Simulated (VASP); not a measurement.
# Yb (Fm-3m) in VASP: further runs

Runs on Yb. Level: PBE. Tasks: single point.

Program: VASP 6.6.1. These are calculated values, not measurements. Logs are shortened: lines on timing, memory, paths and dates and some standing lists are left out, and cuts for length are marked.

## (1) The cell of the first run

It takes space group Fm-3m (No. 225, cubic). The conventional cell has a = 5.230 Å, b = 5.230 Å, c = 5.230 Å, α = 90.00°, β = 90.00°, γ = 90.00°. Within 4.9 Å of Yb (site symmetry m-3m) lie 12 Yb at 3.70 Å.

## (2) Single point, PBE

INCAR reads:

```
PREC     = Accurate       # precision mode
ENCUT    = 520            # plane-wave cutoff, eV
EDIFF    = 1E-6           # SCF threshold, eV
ISMEAR   = -1             # smearing method
SIGMA    = 0.1            # smearing width, eV
LREAL    = F              # projectors in reciprocal space
LASPH    = T              # aspherical terms in the spheres
NELM     = 100            # most SCF steps
ALGO     = Normal         # electronic algorithm
ISIF     = 2              # what is computed and relaxed
LWAVE    = F              # write WAVECAR
LCHARG   = F              # write CHGCAR
GGA      = PE             # functional
NBANDS   = 18             # bands
```

KPOINTS reads:

```
regular mesh
0
Gamma
  8 8 8
```

POSCAR reads:

```
Yb
1.0
    0.0000000000      2.6151647068      2.6151647068
    2.6151647068      0.0000000000      2.6151647068
    2.6151647068      2.6151647068      0.0000000000
Yb
1
Direct
    0.0000000000      0.0000000000      0.0000000000
```

Potentials or basis: VASP PAW PBE potentials, release 64 (Yb).

Command:

```console
> cat potpaw_PBE.64/Yb/POTCAR > POTCAR
> mpirun -np 1 vasp_std > vasp.out
```

OUTCAR:

```text
PREC = Accurate
   ENCUT = 520
   EDIFF = 1E-6
   ISMEAR = -1
   LREAL = F
   LASPH = T
   NELM = 100
   ISIF = 2
   GGA = PE

 ion  position               nearest neighbor table
   1  0.000  0.000  0.000-

  LATTYP: Found a face centered cubic cell.
 ALAT       =     5.2303294136

  Lattice vectors:

 A1 = (   0.0000000000,   2.6151647068,   2.6151647068)
 A2 = (   2.6151647068,   0.0000000000,   2.6151647068)
 A3 = (   2.6151647068,   2.6151647068,   0.0000000000)

Analysis of symmetry for initial positions (statically):
=====================================================================
 Subroutine PRICEL returns:
 Original cell was already a primitive cell.

 Routine SETGRP: Setting up the symmetry group for a
 face centered cubic supercell.

 Subroutine GETGRP returns: Found 48 space group operations
 (whereof 48 operations were pure point group operations)
 out of a pool of 48 trial point group operations.

The static configuration has the point symmetry O_h .

Analysis of symmetry for dynamics (positions and initial velocities):
=====================================================================
 Subroutine PRICEL returns:
 Original cell was already a primitive cell.

 Routine SETGRP: Setting up the symmetry group for a
 face centered cubic supercell.

 Subroutine GETGRP returns: Found 48 space group operations
 (whereof 48 operations were pure point group operations)
 out of a pool of 48 trial point group operations.

The dynamic configuration has the point symmetry O_h .

 Subroutine INISYM returns: Found 48 space group operations
 (whereof 48 operations are pure point group operations),
 and found     1 'primitive' translations

----------------------------------------------------------------------------------------

                                     Primitive cell

  volume of cell :      35.7707

  direct lattice vectors                    reciprocal lattice vectors
     0.000000000  2.615164707  2.615164707    -0.191192547  0.191192547  0.191192547
     2.615164707  0.000000000  2.615164707     0.191192547 -0.191192547  0.191192547
     2.615164707  2.615164707  0.000000000     0.191192547  0.191192547 -0.191192547

  length of vectors
     3.698401396  3.698401396  3.698401396     0.331155205  0.331155205  0.331155205

  position of ions in fractional coordinates (direct lattice)
     0.000000000  0.000000000  0.000000000

  ion indices of the primitive-cell ions
   primitive index   ion index
                 1           1

----------------------------------------------------------------------------------------

 KPOINTS: regular mesh

Automatic generation of k-mesh.
 Grid dimensions read from file:
 generate k-points for:    8    8    8

 Generating k-lattice:

  Cartesian coordinates                     Fractional coordinates (reciprocal lattice)
    -0.023899068  0.023899068  0.023899068     0.125000000  0.000000000  0.000000000
     0.023899068 -0.023899068  0.023899068     0.000000000  0.125000000  0.000000000
     0.023899068  0.023899068 -0.023899068     0.000000000  0.000000000  0.125000000

  Length of vectors
     0.041394401  0.041394401  0.041394401

  Shift w.r.t. Gamma in fractional coordinates (k-lattice)
     0.000000000  0.000000000  0.000000000

 Subroutine IBZKPT returns following result:
 ===========================================

 Found     29 irreducible k-points:

 Following reciprocal coordinates:
            Coordinates               Weight
  0.000000  0.000000  0.000000      1.000000
  0.125000  0.000000  0.000000      8.000000
  0.250000  0.000000  0.000000      8.000000
  0.375000  0.000000  0.000000      8.000000
  0.500000  0.000000  0.000000      4.000000
  0.125000  0.125000  0.000000      6.000000
[... 16 lines left out ...]
  0.500000  0.250000  0.125000     48.000000
 -0.375000  0.250000  0.125000     24.000000
 [... further k-points ...]
   k-points           NKPTS =     29   k-points in BZ     NKDIM =     29   number of bands    NBANDS=     18
   number of dos      NEDOS =    301   number of ions     NIONS =      1
   total plane-waves  NPLWV =  21952
   dimension x,y,z NGX =    28 NGY =   28 NGZ =   28
   dimension x,y,z NGXF=    56 NGYF=   56 NGZF=   56
   ions per type =               1
   NGX,Y,Z   is equivalent  to a cutoff of  12.59, 12.59, 12.59 a.u.
   NGXF,Y,Z  is equivalent  to a cutoff of  25.17, 25.17, 25.17 a.u.
 SYSTEM =  unknown system
   PREC   = accura    normal or accurate (medium, high low for compatibility)
   ISTART =      0    job   : 0-new  1-cont  2-samecut
   ICHARG =      2    charge: 1-file 2-atom 10-const
   ISPIN  =      1    spin polarized calculation?
   LNONCOLLINEAR =      F non collinear calculations
   LSORBIT =      F    spin-orbit coupling
   LASPH  =      T    aspherical Exc in radial PAW
   ENCUT  =  520.0 eV  38.22 Ry    6.18 a.u.   6.88  6.88  6.88*2*pi/ulx,y,z
   NELM   =    100;   NELMIN=  2; NELMDL= -5     # of ELM steps
   EDIFF  = 0.1E-05   stopping-criterion for ELM
   LREAL  =      F    real-space projection
   EDIFFG = 0.1E-04   stopping-criterion for IOM
   NSW    =      0    number of steps for IOM
   IBRION =     -1    ionic relax: 0-MD 1-quasi-New 2-CG
   NFREE  =      0    steps in history (QN), initial steepest desc. (CG)
   ISIF   =      2    stress and relaxation
   ISYM   =      2    0-nonsym 1-usesym 2-fastsym
   POTIM  = 0.5000    time-step for ionic-motion
   TEBEG  =    0.0;   TEEND  =   0.0 temperature during run
   PSTRESS=    0.0 pullay stress
   NELECT =      24.0000    total number of electrons
   NUPDOWN=      -1.0000    fix difference up-down
   EMIN   =  10.00;   EMAX   =-10.00  energy-range for DOS
   EFERMI =   0.00;   METHOD = LEGACY
   ISMEAR =    -1;   SIGMA  =   0.10  broadening in eV -4-tet -1-fermi 0-gaus
   EFERMI_NEDOS =   21; number of points for ismear=-14 and -15
   IALGO  =     38    algorithm
   IMIX   =      4    mixing-type and parameters
     AMIX     =   0.40;   BMIX     =  1.00
     AMIX_MAG =   1.60;   BMIX_MAG =  1.00
  volume/ion in A,a.u.               =      35.77       241.39
  Fermi-wavevector in a.u.,A,eV,Ry     =   1.433187  2.708331 27.946707  2.054025
  Thomas-Fermi vector in A             =   2.552733
   LORBIT       =      0    0 simple, 1 ext, 2 COOP (PROOUT), +10 PAW based schemes
   GGA     = PE    functional components
   LHFCALC =     F    Hartree Fock is set to
   AEXX    =    0.0000 exact exchange contribution
   IVDW    =     0    specifies the selected vdW correction
   LEPSILON=     F    determine dielectric tensor
   LRPA    =     F    only Hartree local field effects (RPA)
 non-spin polarized calculation
  energy-cutoff  :      520.00
  volume of cell :       35.77
 maximum number of plane-waves:       982
   NGX = 13   NGY = 13   NGZ = 13

 number of electron      24.0000013 magnetization

 Free energy of the ion-electron system (eV)
  ---------------------------------------------------
  ext. energy  EPLUGINS =         0.00000000
  ---------------------------------------------------
  free energy    TOTEN  =        -3.60318941 eV

  energy without entropy =       -3.51451331  energy(sigma->0) =       -3.55885136

 E-fermi :   1.6381     XC(G=0):  -9.4687

 val. band max:        1.5663529792   @ k =  -0.2500   0.5000   0.2500
 cond. band min:       1.6736688647   @ k =   0.5000   0.5000   0.0000
 fundamental gap:      0.1073158855
 Fermi energy:         1.6380760346

 k-point     1 :       0.0000    0.0000    0.0000
  band No.  band energies     occupation
      1     -50.2002      2.00000
      2     -22.3701      2.00000
      3     -22.3701      2.00000
      4     -22.3701      2.00000
      5      -3.5828      2.00000
      6       1.0081      1.99633
[... 10 lines left out ...]
     17       6.5718      0.00000
     18      11.1228      0.00000

 k-point     2 :       0.1250    0.0000    0.0000
  band No.  band energies     occupation
      1     -50.1977      2.00000
      2     -22.4220      2.00000
      3     -22.3770      2.00000
      4     -22.3770      2.00000
      5      -3.2229      2.00000
      6       1.0123      1.99618
[... 10 lines left out ...]
     17       6.3863      0.00000
     18      11.8585      0.00000

 k-point     3 :       0.2500    0.0000    0.0000
  band No.  band energies     occupation
      1     -50.1918      2.00000
      2     -22.5447      2.00000
      3     -22.3936      2.00000
      4     -22.3936      2.00000
      5      -2.2407      2.00000
      6       1.0267      1.99559
[... 10 lines left out ...]
     17       6.5241      0.00000
     18      10.6874      0.00000

 k-point     4 :       0.3750    0.0000    0.0000
  band No.  band energies     occupation
      1     -50.1858      2.00000
      2     -22.6638      2.00000
      3     -22.4100      2.00000
      4     -22.4100      2.00000
      5      -0.9769      2.00000
      6       1.0407      1.99492
[... 10 lines left out ...]
     17       7.4685      0.00000
     18       9.5756      0.00000

 k-point     5 :       0.5000    0.0000    0.0000
  band No.  band energies     occupation
      1     -50.1834      2.00000
      2     -22.7122      2.00000
      3     -22.4168      2.00000
      4     -22.4168      2.00000
      5      -0.2606      2.00000
      6       1.0325      1.99532
[... 10 lines left out ...]
     17       8.1284      0.00000
     18       9.0744      0.00000

 k-point     6 :       0.1250    0.1250    0.0000
  band No.  band energies     occupation
      1     -50.1969      2.00000
      2     -22.4207      2.00000
      3     -22.3885      2.00000
      4     -22.3885      2.00000
      5      -3.1032      2.00000
      6       1.0139      1.99611
[... 307 lines left out ...]
 k-point    21 :       0.5000    0.5000    0.0000
  band No.  band energies     occupation
      1     -50.1779      2.00000
      2     -22.6918      2.00000
      3     -22.4946      2.00000
      4     -22.4946      2.00000
      5       0.3766      1.99999
      6       1.0978      1.99103
[... 10 lines left out ...]
     17       8.6537      0.00000
     18       9.0193      0.00000

 k-point    22 :       0.3750    0.2500    0.1250
  band No.  band energies     occupation
      1     -50.1874      2.00000
      2     -22.5743      2.00000
      3     -22.4566      2.00000
      4     -22.4148      2.00000
      5      -1.4138      2.00000
      6       1.0441      1.99475
[... 10 lines left out ...]
     17       7.7134      0.00000
     18      11.2280      0.00000

 k-point    23 :       0.5000    0.2500    0.1250
  band No.  band energies     occupation
      1     -50.1826      2.00000
      2     -22.6381      2.00000
      3     -22.4944      2.00000
      4     -22.4347      2.00000
      5      -0.1743      2.00000
      6       1.0534      1.99424
[... 10 lines left out ...]
     17       8.4526      0.00000
     18       9.4023      0.00000

 k-point    24 :      -0.3750    0.2500    0.1250
  band No.  band energies     occupation
      1     -50.1806      2.00000
      2     -22.6653      2.00000
      3     -22.5064      2.00000
      4     -22.4454      2.00000
      5       0.6404      1.99991
      6       1.0368      1.99512
[... 10 lines left out ...]
     17       8.5891      0.00000
     18       8.6174      0.00000

 [... further k-points ...]
[... 5 lines left out ...]
  --------------------------------------------------------------------------------------
  -------------------------------------------------------------------------------------
  Total       -0.2769679     -0.2769679     -0.2769679      0.0000000     -0.0000000      0.0000000
  in kB      -12.4054589    -12.4054589    -12.4054589      0.0000000     -0.0000000      0.0000000
  external PRESSURE =     -12.4054589 kB  Pullay stress =       0.0000000 kB

 VOLUME and BASIS-vectors are now :
 -----------------------------------------------------------------------------
  energy-cutoff  :      520.00
  volume of cell :       35.77
      direct lattice vectors                 reciprocal lattice vectors
     0.000000000  2.615164707  2.615164707    -0.191192547  0.191192547  0.191192547
     2.615164707  0.000000000  2.615164707     0.191192547 -0.191192547  0.191192547
     2.615164707  2.615164707  0.000000000     0.191192547  0.191192547 -0.191192547

 POSITION                                       TOTAL-FORCE (eV/Angst)
 -----------------------------------------------------------------------------------
      0.00000      0.00000      0.00000        -0.000000     -0.000000      0.000000
 -----------------------------------------------------------------------------------
    total drift:                               -0.000000     -0.000000     -0.000000

  FREE ENERGIE OF THE ION-ELECTRON SYSTEM (eV)
  ---------------------------------------------------
  free  energy   TOTEN  =        -3.6031894070 eV

  energy  without entropy=       -3.5145133128  energy(sigma->0) =       -3.55885136
```

It took 94 s on 1 thread of AMD EPYC 7R13, shared host; peak memory 0.15 GiB.

Results:

```yaml
Free_energy: -3.6032 eV
Pressure: -1.2 GPa
Band_gap_on_the_k_mesh: 0.11 eV, indirect (least direct gap 0.30 eV)
```

Caveat: spin-orbit coupling is left out, which moves the levels of the heavy elements.

## (3) Single point, PBE

INCAR reads:

```
PREC = Accurate ; ENCUT = 520
EDIFF = 1E-6 ; ISMEAR = -1
SIGMA = 0.1 ; LREAL = False
LASPH = True ; NELM = 80
ALGO = Normal ; ISIF = 2
LWAVE = False ; LCHARG = False
GGA = PE ; NBANDS = 18
```

KPOINTS reads:

```
Automatic mesh
0
Gamma
  10 10 10
```

POSCAR is that of step 2.

Potentials or basis: VASP PAW PBE potentials, release 64 (Yb).

Command:

```console
> cat potpaw_PBE.64/Yb/POTCAR > POTCAR
> mpirun -np 1 vasp_std > vasp.out
```

Run time: 2.4 min. Hardware: 1 thread of AMD EPYC 7R13, shared host; peak memory 0.16 GiB.

The run converged. Its results:

```
Free energy            : -3.6008 eV
Pressure               : -2.7 GPa
Band gap on the k mesh : zero (band 12 reaches 1.57 eV, above the bottom of band 13 at 1.55 eV)
```

Levels at points of the mesh, in eV from the Fermi level:
```
           k point  band 10  band 11  band 12  band 13  band 14  band 15
(0.00, 0.00, 0.00)    -0.44    -0.44    -0.44     2.81     2.81     2.81
(0.50, 0.00, 0.00)    -0.46    -0.46    -0.44     0.33     2.59     2.59
(0.50, 0.50, 0.00)    -0.48    -0.47    -0.47     0.04     1.70     6.51
```

Caveat: spin-orbit coupling is left out, which moves the levels of the heavy elements. Spin polarisation is off, so any magnetic state and its effect on volume and gap are missing.

(Part 1 of 2 ends here.)
